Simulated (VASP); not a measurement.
# Si in VASP: relaxation of the atoms with PBE

Aim: the relaxation of the atoms of Si with PBE.

All numbers are computed with VASP 6.6.1; they aren't measurements. Logs are shortened: lines on timing, memory, paths and dates and some standing lists are left out, and cuts for length are marked.

**1. The cell of the first run**

The cell holds a slab with vacuum, 6 atoms: a = 3.869 Å, b = 3.869 Å, c = 23.107 Å, α = 90.00°, β = 90.00°, γ = 120.00°.

**2. Relaxation of the atoms, PBE**

File INCAR:

```
PREC = Accurate
ENCUT = 520
EDIFF = 1E-6
ISMEAR = -1
SIGMA = 0.02
LREAL = False
LASPH = True
NELM = 80
ALGO = Normal
ISIF = 2
LWAVE = False
LCHARG = False
LDIPOL = True
IDIPOL = 3
DIPOL = 0.5 0.5 0.500
GGA = PE
IBRION = 2
NSW = 32
EDIFFG = -0.01
```

File KPOINTS:

```
regular mesh
0
Gamma
  9 9 1
```

File POSCAR:

```
Si
1.0
    3.8685410222      0.0000000000      0.0000000000
   -1.9342705111      3.3502548008      0.0000000000
    0.0000000000      0.0000000000     23.1070000000
Si
6
Direct
    0.0000000000      0.0000000000      0.3485729280
    0.3333333333      0.6666666667      0.3781042120
    0.3333333333      0.6666666667      0.4834596511
    0.6666666667      0.3333333333      0.5165403486
    0.6666666667      0.3333333333      0.6218957903
    0.0000000000      0.0000000000      0.6514270684
```

Potentials or basis: VASP PAW PBE potentials, release 64 (Si).

Launch:

```sh
> cat potpaw_PBE.64/Si/POTCAR > POTCAR
> mpirun -np 1 vasp_std > vasp.out
```

OUTCAR:

```text
PREC = Accurate
   ENCUT = 520
   EDIFF = 1E-6
   ISMEAR = -1
   LREAL = False
   LASPH = True
   NELM = 80
   ISIF = 2
   GGA = PE
   IBRION = 2
   NSW = 32
   EDIFFG = -0.01

 ion  position               nearest neighbor table
   1  0.000  0.000  0.349-   2 2.34   2 2.34   2 2.34
   2  0.333  0.667  0.378-   1 2.34   1 2.34   1 2.34   3 2.43
   3  0.333  0.667  0.483-   4 2.36   4 2.36   4 2.36   2 2.43
   4  0.667  0.333  0.517-   3 2.36   3 2.36   3 2.36   5 2.43
   5  0.667  0.333  0.622-   6 2.34   6 2.34   6 2.34   4 2.43
   6  0.000  0.000  0.651-   5 2.34   5 2.34   5 2.34

  LATTYP: Found a hexagonal cell.
 ALAT       =     3.8685410222
 C/A-ratio  =     5.9730528557

  Lattice vectors:

 A1 = (   3.8685410222,   0.0000000000,   0.0000000000)
 A2 = (  -1.9342705111,   3.3502548008,   0.0000000000)
 A3 = (   0.0000000000,   0.0000000000,  23.1070000000)

Analysis of symmetry for initial positions (statically):
=====================================================================
 Subroutine PRICEL returns:
 Original cell was already a primitive cell.

 Routine SETGRP: Setting up the symmetry group for a
 hexagonal supercell.

 Subroutine GETGRP returns: Found 12 space group operations
 (whereof 12 operations were pure point group operations)
 out of a pool of 24 trial point group operations.

The static configuration has the point symmetry D_3d.

Analysis of symmetry for dynamics (positions and initial velocities):
=====================================================================
 Subroutine PRICEL returns:
 Original cell was already a primitive cell.

 Routine SETGRP: Setting up the symmetry group for a
 hexagonal supercell.

 Subroutine GETGRP returns: Found 12 space group operations
 (whereof 12 operations were pure point group operations)
 out of a pool of 24 trial point group operations.

The dynamic configuration has the point symmetry D_3d.

 Subroutine INISYM returns: Found 12 space group operations
 (whereof 12 operations are pure point group operations),
 and found     1 'primitive' translations

----------------------------------------------------------------------------------------

                                     Primitive cell

  volume of cell :     299.4805

  direct lattice vectors                    reciprocal lattice vectors
     3.868541022  0.000000000  0.000000000     0.258495385  0.149242380  0.000000000
    -1.934270511  3.350254801  0.000000000     0.000000000  0.298484760  0.000000000
     0.000000000  0.000000000 23.107000000     0.000000000  0.000000000  0.043276929

  length of vectors
     3.868541022  3.868541022 23.107000000     0.298484760  0.298484760  0.043276929

  position of ions in fractional coordinates (direct lattice)
     0.000000000  0.000000000  0.348572928
     0.333333333  0.666666667  0.378104212
     0.333333333  0.666666667  0.483459651
     0.666666667  0.333333333  0.516540349
     0.666666667  0.333333333  0.621895790
     0.000000000  0.000000000  0.651427068

  ion indices of the primitive-cell ions
   primitive index   ion index
                 1           1
                 2           2
                 3           3
                 4           4
                 5           5
                 6           6

----------------------------------------------------------------------------------------

 KPOINTS: regular mesh

Automatic generation of k-mesh.
 Grid dimensions read from file:
 generate k-points for:    9    9    1

 Generating k-lattice:

  Cartesian coordinates                     Fractional coordinates (reciprocal lattice)
     0.028721709  0.016582487  0.000000000     0.111111111 -0.000000000  0.000000000
     0.000000000  0.033164973  0.000000000     0.000000000  0.111111111  0.000000000
     0.000000000  0.000000000  0.043276929     0.000000000  0.000000000  1.000000000

  Length of vectors
     0.033164973  0.033164973  0.043276929

  Shift w.r.t. Gamma in fractional coordinates (k-lattice)
     0.000000000  0.000000000  0.000000000

 Subroutine IBZKPT returns following result:
 ===========================================

 Found     12 irreducible k-points:

 Following reciprocal coordinates:
            Coordinates               Weight
  0.000000  0.000000  0.000000      1.000000
  0.111111 -0.000000  0.000000      6.000000
  0.222222 -0.000000  0.000000      6.000000
  0.333333 -0.000000  0.000000      6.000000
  0.444444 -0.000000  0.000000      6.000000
  0.111111  0.111111  0.000000      6.000000
  0.222222  0.111111  0.000000     12.000000
  0.333333  0.111111  0.000000     12.000000
  0.444444  0.111111  0.000000      6.000000
  0.222222  0.222222  0.000000      6.000000
  0.333333  0.222222  0.000000     12.000000
  0.333333  0.333333  0.000000      2.000000
   k-points           NKPTS =     12   k-points in BZ     NKDIM =     12   number of bands    NBANDS=     16
   number of dos      NEDOS =    301   number of ions     NIONS =      6
   total plane-waves  NPLWV = 162000
   dimension x,y,z NGX =    30 NGY =   30 NGZ =  180
   dimension x,y,z NGXF=    60 NGYF=   60 NGZF=  360
   ions per type =               6
   NGX,Y,Z   is equivalent  to a cutoff of  12.89, 12.89, 12.95 a.u.
   NGXF,Y,Z  is equivalent  to a cutoff of  25.78, 25.78, 25.90 a.u.
 SYSTEM =  unknown system
   PREC   = accura    normal or accurate (medium, high low for compatibility)
   ISTART =      0    job   : 0-new  1-cont  2-samecut
   ICHARG =      2    charge: 1-file 2-atom 10-const
   ISPIN  =      1    spin polarized calculation?
   LNONCOLLINEAR =      F non collinear calculations
   LSORBIT =      F    spin-orbit coupling
   LASPH  =      T    aspherical Exc in radial PAW
   ENCUT  =  520.0 eV  38.22 Ry    6.18 a.u.   7.19  7.19 42.96*2*pi/ulx,y,z
   NELM   =     80;   NELMIN=  2; NELMDL= -5     # of ELM steps
   EDIFF  = 0.1E-05   stopping-criterion for ELM
   LREAL  =      F    real-space projection
   EDIFFG = -.1E-01   stopping-criterion for IOM
   NSW    =     32    number of steps for IOM
   IBRION =      2    ionic relax: 0-MD 1-quasi-New 2-CG
   NFREE  =      1    steps in history (QN), initial steepest desc. (CG)
   ISIF   =      2    stress and relaxation
   ISYM   =      2    0-nonsym 1-usesym 2-fastsym
   POTIM  = 0.5000    time-step for ionic-motion
   TEBEG  =    0.0;   TEEND  =   0.0 temperature during run
   PSTRESS=    0.0 pullay stress
   NELECT =      24.0000    total number of electrons
   NUPDOWN=      -1.0000    fix difference up-down
   EMIN   =  10.00;   EMAX   =-10.00  energy-range for DOS
   EFERMI =   0.00;   METHOD = LEGACY
   ISMEAR =    -1;   SIGMA  =   0.02  broadening in eV -4-tet -1-fermi 0-gaus
   EFERMI_NEDOS =   21; number of points for ismear=-14 and -15
   IALGO  =     38    algorithm
   IMIX   =      4    mixing-type and parameters
     AMIX     =   0.40;   BMIX     =  1.00
     AMIX_MAG =   1.60;   BMIX_MAG =  1.00
  volume/ion in A,a.u.               =      49.91       336.83
  Fermi-wavevector in a.u.,A,eV,Ry     =   0.705812  1.333791  6.778022  0.498171
  Thomas-Fermi vector in A             =   1.791424
   LORBIT       =      0    0 simple, 1 ext, 2 COOP (PROOUT), +10 PAW based schemes
   GGA     = PE    functional components
   LHFCALC =     F    Hartree Fock is set to
   AEXX    =    0.0000 exact exchange contribution
   IVDW    =     0    specifies the selected vdW correction
   LEPSILON=     F    determine dielectric tensor
   LRPA    =     F    only Hartree local field effects (RPA)
 conjugate gradient relaxation of ions
 non-spin polarized calculation
  energy-cutoff  :      520.00
  volume of cell :      299.48
 maximum number of plane-waves:      8103
 NGX is ok and might be reduce to    30
   NGX = 15   NGY = 15   NGZ = 85

 number of electron      24.0000002 magnetization

 dipolmoment           0.000000      0.000000      0.000000 electrons x Angstroem

 Free energy of the ion-electron system (eV)
  ---------------------------------------------------
  ext. energy  EPLUGINS =         0.00000000
  ---------------------------------------------------
  free energy    TOTEN  =       -30.15769798 eV

  energy without entropy =      -30.15028907  energy(sigma->0) =      -30.15399353

 E-fermi :  -0.5182     XC(G=0):  -4.4785

 val. band max:       -0.5817163239   @ k =   0.2222   0.1111   0.0000
 cond. band min:      -0.5177514460   @ k =   0.4444   0.1111   0.0000
 fundamental gap:      0.0639648780
 Fermi energy:        -0.5181741256

 k-point     1 :       0.0000    0.0000    0.0000
  band No.  band energies     occupation
      1     -12.1215      2.00000
      2     -11.4298      2.00000
      3     -10.5406      2.00000
      4      -6.2622      2.00000
      5      -4.0593      2.00000
      6      -1.6584      2.00000
[... 8 lines left out ...]
     15       1.8019      0.00000
     16       2.0588      0.00000

 k-point     2 :       0.1111   -0.0000    0.0000
  band No.  band energies     occupation
      1     -11.9802      2.00000
      2     -11.2890      2.00000
      3     -10.3991      2.00000
      4      -6.2033      2.00000
      5      -4.0479      2.00000
      6      -2.6860      2.00000
[... 8 lines left out ...]
     15       2.1047      0.00000
     16       2.1948      0.00000

 k-point     3 :       0.2222   -0.0000    0.0000
  band No.  band energies     occupation
      1     -11.5630      2.00000
      2     -10.8743      2.00000
      3      -9.9822      2.00000
      4      -6.1971      2.00000
      5      -4.6587      2.00000
      6      -3.9421      2.00000
[... 8 lines left out ...]
     15       1.7552      0.00000
     16       2.0659      0.00000

 k-point     4 :       0.3333   -0.0000    0.0000
  band No.  band energies     occupation
      1     -10.8991      2.00000
      2     -10.2239      2.00000
      3      -9.3324      2.00000
      4      -6.8479      2.00000
      5      -6.0740      2.00000
      6      -5.2915      2.00000
[... 8 lines left out ...]
     15       1.2812      0.00000
     16       1.8155      0.00000

 k-point     5 :       0.4444   -0.0000    0.0000
  band No.  band energies     occupation
      1     -10.1212      2.00000
      2      -9.5527      2.00000
      3      -8.7322      2.00000
      4      -7.5620      2.00000
      5      -7.2427      2.00000
      6      -6.6692      2.00000
[... 8 lines left out ...]
     15       0.9911      0.00000
     16       1.6156      0.00000

 k-point     6 :       0.1111    0.1111    0.0000
  band No.  band energies     occupation
      1     -11.7007      2.00000
      2     -11.0108      2.00000
      3     -10.1194      2.00000
      4      -6.1590      2.00000
      5      -4.3006      2.00000
      6      -3.5994      2.00000
[... 8 lines left out ...]
     15       2.4546      0.00000
     16       2.5239      0.00000

 k-point     7 :       0.2222    0.1111    0.0000
  band No.  band energies     occupation
      1     -11.1569      2.00000
      2     -10.4732      2.00000
      3      -9.5786      2.00000
      4      -6.4796      2.00000
      5      -5.4287      2.00000
      6      -4.6631      2.00000
[... 8 lines left out ...]
     15       2.1727      0.00000
     16       2.6925      0.00000

 k-point     8 :       0.3333    0.1111    0.0000
  band No.  band energies     occupation
      1     -10.4055      2.00000
      2      -9.7597      2.00000
      3      -8.8749      2.00000
      4      -7.3475      2.00000
      5      -6.7389      2.00000
      6      -6.0599      2.00000
[... 8 lines left out ...]
     15       1.7560      0.00000
     16       2.1206      0.00000

 k-point     9 :       0.4444    0.1111    0.0000
  band No.  band energies     occupation
      1      -9.8198      2.00000
      2      -9.3678      2.00000
      3      -8.5587      2.00000
      4      -7.6633      2.00000
      5      -7.2276      2.00000
      6      -7.1200      2.00000
[... 8 lines left out ...]
     15       1.6526      0.00000
     16       1.9591      0.00000

 k-point    10 :       0.2222    0.2222    0.0000
  band No.  band energies     occupation
      1     -10.5115      2.00000
      2      -9.8478      2.00000
      3      -8.9441      2.00000
      4      -7.1549      2.00000
      5      -6.3707      2.00000
      6      -5.7596      2.00000
[... 8 lines left out ...]
     15       2.7129      0.00000
     16       3.3580      0.00000

 k-point    11 :       0.3333    0.2222    0.0000
  band No.  band energies     occupation
      1      -9.7427      2.00000
      2      -9.2162      2.00000
      3      -8.3150      2.00000
      4      -7.7894      2.00000
      5      -7.2518      2.00000
      6      -6.8003      2.00000
[... 8 lines left out ...]
     15       2.4847      0.00000
     16       3.1859      0.00000

 k-point    12 :       0.3333    0.3333    0.0000
  band No.  band energies     occupation
      1      -9.1376      2.00000
      2      -9.1376      2.00000
      3      -8.0031      2.00000
      4      -7.9686      2.00000
      5      -7.3533      2.00000
      6      -7.3533      2.00000
[... 8 lines left out ...]
     15       2.0186      0.00000
     16       3.4262      0.00000

------------------------ aborting loop because EDIFF is reached ----------------------------------------

 vacuum level on the upper side and lower side of the slab       (xc-potential included)        -0.089        -0.089

  FORCE on cell =-STRESS in cart. coord.  units (eV):
  Direction    XX          YY          ZZ          XY          YZ          ZX
  --------------------------------------------------------------------------------------
  -------------------------------------------------------------------------------------
  Total       -0.2905013     -0.2905013     -0.0534298      0.0000000      0.0000000      0.0000000
  in kB       -1.5541397     -1.5541397     -0.2858417      0.0000000      0.0000000      0.0000000
  external PRESSURE =      -1.1313737 kB  Pullay stress =       0.0000000 kB

 VOLUME and BASIS-vectors are now :
 -----------------------------------------------------------------------------
  energy-cutoff  :      520.00
  volume of cell :      299.48
      direct lattice vectors                 reciprocal lattice vectors
     3.868541022  0.000000000  0.000000000     0.258495385  0.149242380  0.000000000
    -1.934270511  3.350254801  0.000000000     0.000000000  0.298484760  0.000000000
     0.000000000  0.000000000 23.107000000     0.000000000  0.000000000  0.043276929

 POSITION                                       TOTAL-FORCE (eV/Angst)
 -----------------------------------------------------------------------------------
      0.00000      0.00000      8.05447         0.000000      0.000000      0.007272
     -0.00000      2.23350      8.73685        -0.000000      0.000000     -0.001620
     -0.00000      2.23350     11.17130        -0.000000      0.000000      0.000165
      1.93427      1.11675     11.93570         0.000000     -0.000000     -0.000165
      1.93427      1.11675     14.37015        -0.000000      0.000000      0.001620
      0.00000      0.00000     15.05253         0.000000     -0.000000     -0.007272
 -----------------------------------------------------------------------------------
    total drift:                                0.000000     -0.000000      0.000010

  FREE ENERGIE OF THE ION-ELECTRON SYSTEM (eV)
  ---------------------------------------------------
  free  energy   TOTEN  =       -30.1576979817 eV

  energy  without entropy=      -30.1502890689  energy(sigma->0) =      -30.15399353

 reached required accuracy - stopping structural energy minimisation

 vacuum level on the upper side and lower side of the slab         4.217         4.217
```

It took 1.8 min on 1 thread of Intel Xeon Platinum 8259CL at 2.50GHz (Skylake/Cascade Lake), shared host; peak memory 0.39 GiB.

Results:

| Item | Value |
| --- | --- |
| Free energy | -30.1577 eV |
| Largest force after relaxing | 0.007 eV/Å |
| Band gap on the k mesh | zero (bands 12 and 13 overlap by 0.02 eV) |

Forces in eV/Å, atoms in the order of the input:
```
Si   0.000  0.000  0.007
Si   0.000  0.000 -0.002
Si   0.000  0.000  0.000
Si   0.000  0.000  0.000
Si   0.000  0.000  0.002
Si   0.000  0.000 -0.007
```

Final structure:
```
Si
1.0
     3.86854    0.00000    0.00000
    -1.93427    3.35025    0.00000
     0.00000    0.00000   23.10700
Si
6
Direct
  0.00000 0.00000 0.34857
  0.33333 0.66667 0.37810
  0.33333 0.66667 0.48346
  0.66667 0.33333 0.51654
  0.66667 0.33333 0.62190
  0.00000 0.00000 0.65143
```

Caveat: the relaxation stopped at its first step, so nothing moved.
